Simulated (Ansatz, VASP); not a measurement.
Given: the input of a run of VASP 6.6.1 on CsPbCl3.

File INCAR:

```
AGGAC = 1.0 ; AGGAX = 1.0
ALDAC = 0.0 ; ALDAX = 1.0
ALGO = Normal ; EDIFF = 1E-7
EDIFFG = -0.01 ; ENCUT = 600
GGA = B5 ; IBRION = 2
ISIF = 3 ; ISMEAR = -1
LASPH = True ; LCHARG = False
LREAL = False ; LWAVE = False
NELM = 100 ; NSW = 60
PREC = Accurate ; SIGMA = 0.05
```

Contents of KPOINTS:

```
k-points
0
Gamma
  5 5 5
```

POSCAR

```
CsPbCl3
1.0
    5.6050000000      0.0000000000      0.0000000000
    0.0000000000      5.6050000000      0.0000000000
    0.0000000000      0.0000000000      5.6050000000
Pb Cs Cl
1 1 3
Direct
    0.5000000000      0.5000000000      0.5000000000
    0.0000000000      0.0000000000      0.0000000000
    0.5000000000      0.0000000000      0.5000000000
    0.0000000000      0.5000000000      0.5000000000
    0.5000000000      0.5000000000      0.0000000000
```

Potentials or basis: VASP PAW PBE potentials, release 64 (Pb_d, Cs_sv, Cl).

Launch:

```sh
$ cat potpaw_PBE.64/Pb_d/POTCAR potpaw_PBE.64/Cs_sv/POTCAR potpaw_PBE.64/Cl/POTCAR > POTCAR
$ mpirun -np 1 vasp_std > vasp.out
```

Question: Set up the same calculation for Ansatz 0.2.0. Potentials there: Ansatz PAW.

Answer: As run (the cutoff follows the program's own potentials):

input.yaml

```yaml
crystal:
  lattice:
    - [5.605, 0.0, 0.0]
    - [0.0, 5.605, 0.0]
    - [0.0, 0.0, 5.605]
  atoms:
    - { symbol: Pb, position: [0.5, 0.5, 0.5] }
    - { symbol: Cs, position: [0.0, 0.0, 0.0] }
    - { symbol: Cl, position: [0.5, 0.0, 0.5] }
    - { symbol: Cl, position: [0.0, 0.5, 0.5] }
    - { symbol: Cl, position: [0.5, 0.5, 0.0] }
hamiltonian:
  xc: blyp
  pseudopotentials: { kind: paw }
kpoints:
  mp_grid: { grid: [5, 5, 5] }
scf:
  occupations: { method: fermi_dirac, width: 0.05 }
output:
  forces: true
  stress: true
  eigenvalues: true
relax:
  f_tol: 0.01
  max_steps: 40
  cell: { stress_tol: 0.05 }
```

Potentials or basis: Ansatz PAW.

Command:

```bash
$ ansatz run input.yaml --threads 2 --pin off --max-ram 5632MiB --backend cpu --events-out ev --progress --plain --runs-dir out
```

Both were run:

|  | VASP | Ansatz | Ansatz less VASP |
| --- | --- | --- | --- |
| gap on the k mesh at the Fermi level, each at its own relaxed structure (eV) | 3.20 | 3.21 | +0.006 |
| relaxed volume (Å³/atom) | 39.92 | 39.87 | -0.052 |
| relaxed length of the cell vector where the two differ most in proportion (Å) | 5.844 | 5.842 | -0.0025 |

VASP's potentials were made for PBE, not for BLYP.

Neither program's run includes spin-orbit coupling. Noted on Ansatz's run: odd divisions of the mesh miss points on the zone boundary, where band edges often lie, so the gap on the mesh can be too wide; the plane-wave basis is chosen anew once the cell has moved, so the energies of steps on either side of that aren't comparable.
